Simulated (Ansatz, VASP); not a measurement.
# One calculation of W3O, two programs

Contents of INCAR:

```
ALGO = Normal
EDIFF = 1E-7
ENCUT = 520
GGA = PS
ISIF = 2
ISMEAR = 0
LASPH = T
LCHARG = F
LREAL = F
LWAVE = F
NBANDS = 58
NELM = 60
PREC = Accurate
SIGMA = 0.15
```

File KPOINTS:

```
k-points
0
Gamma
  8 8 8
```

File POSCAR:

```
W3O
1.0
    4.8313496810      0.0000000000      0.0000000000
    0.0000000000      4.8313496810      0.0000000000
    0.0000000000      0.0000000000      4.8313496810
W O
6 2
Direct
    0.5000000000      0.7500000000      0.0000000000
    0.0000000000      0.5000000000      0.7500000000
    0.2500000000      0.0000000000      0.5000000000
    0.5000000000      0.2500000000      0.0000000000
    0.0000000000      0.5000000000      0.2500000000
    0.7500000000      0.0000000000      0.5000000000
    0.4875811100      0.5000000000      0.5000000000
    0.0000000000      0.0000000000      0.0000000000
```

Input for Ansatz:

```yaml
crystal:
  lattice:
    - [4.831349681, 0.0, 0.0]
    - [0.0, 4.831349681, 0.0]
    - [0.0, 0.0, 4.831349681]
  atoms:
    - { symbol: W, position: [0.5, 0.75, 0.0] }
    - { symbol: W, position: [0.0, 0.5, 0.75] }
    - { symbol: W, position: [0.25, 0.0, 0.5] }
    - { symbol: W, position: [0.5, 0.25, 0.0] }
    - { symbol: W, position: [0.0, 0.5, 0.25] }
    - { symbol: W, position: [0.75, 0.0, 0.5] }
    - { symbol: O, position: [0.48758111, 0.5, 0.5] }
    - { symbol: O, position: [0.0, 0.0, 0.0] }
basis:
  ecutwfc: 420
kpoints:
  mp_grid: { grid: [8, 8, 8] }
hamiltonian:
  xc: pbesol
scf:
  occupations: { method: gaussian, width: 0.15 }
output:
  forces: true
  stress: true
  eigenvalues: true
```

Alike in both runs: task single point; functional PBEsol; k mesh 8 × 8 × 8; occupations gaussian, width 0.15 eV; no spin polarisation.

|  | VASP | Ansatz |
| --- | --- | --- |
| version | VASP 6.6.1 | Ansatz 0.2.0 |
| potentials or method | VASP PAW PBE potentials, release 64 (W_sv, O), cutoff 520 eV | scalar-relativistic, plane waves, PAW |
| valence electrons in the cell | 96 | 96 |

```tsv
	VASP	Ansatz	Ansatz less VASP
gap on the k mesh at the Fermi level (eV)	none	none	-
pressure (GPa)	1.0	0.0	-1.04
rms of the force components (eV/Å)	0.064	0.066	+0.0021
```

VASP's potentials were made for PBE, not for PBEsol. Atom by atom the forces differ by 0.002 eV/Å (rms over components). A gap of «none» marks a metal or a gap that the smearing closes.

Neither program's run includes spin-orbit coupling.
